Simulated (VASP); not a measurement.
Set up this calculation in VASP 6.6.1, as the native input.

```
Task                   : single point
Functional             : PBE
Potentials or basis    : VASP PAW PBE potentials, release 64 (Re, Bi_d)
Cutoff                 : 520 eV
k mesh                 : 4 × 4 × 6
Occupations            : gaussian, width 0.1 eV
Spin                   : no spin polarisation
Dipole correction      : no
Further INCAR settings : ALGO = Fast; EDIFF = 1e-06; NBANDS = 46
```

The structure of ReBi2 lies in POSCAR:

```
ReBi2
1.0
    6.3689514210      0.0000000000      0.0000000000
    0.0000000000      7.1108550931      0.0000000000
    0.0000000000      0.0000000000      3.3852943018
Re Bi
2 4
Direct
    0.0000000000      0.0000000000      0.0000000000
    0.5000000000      0.5000000000      0.5000000000
    0.1944949294      0.3519713493      0.0000000000
    0.8055050706      0.6480286507      0.0000000000
    0.6944949294      0.1480286507      0.5000000000
    0.3055050706      0.8519713493      0.5000000000
```

These files were run (other wordings do the same):

INCAR

```
SYSTEM = ReBi2
ALGO = Fast ; EDIFF = 1E-6
ENCUT = 520 ; GGA = PE
ISIF = 2 ; ISMEAR = 0
LASPH = .True. ; LCHARG = .True.
LELF = .True. ; LREAL = .False.
LVHAR = .True. ; LWAVE = .False.
NBANDS = 46 ; NELM = 60
PREC = Accurate ; SIGMA = 0.1
```

KPOINTS

```
k-points
0
Gamma
  4 4 6
  0 0 0
```

Potentials or basis: VASP PAW PBE potentials, release 64 (Re, Bi_d).

Run with:

```console
$ cat potpaw_PBE.64/Re/POTCAR potpaw_PBE.64/Bi_d/POTCAR > POTCAR
$ mpirun -np 1 vasp_std > vasp.out
```

It gave:

```
Pressure               : 0.0 GPa
Largest force          : 0.020 eV/Å
Band gap on the k mesh : zero (bands 37 and 38 overlap by 0.74 eV)
```

Caveat: spin-orbit coupling is left out, which moves the levels of the heavy elements.

Run time: 3.2 min on 1 thread of Intel(R) Xeon(R) 6975P-C (Granite Rapids), with other jobs on the host, peak memory 0.38 GiB.
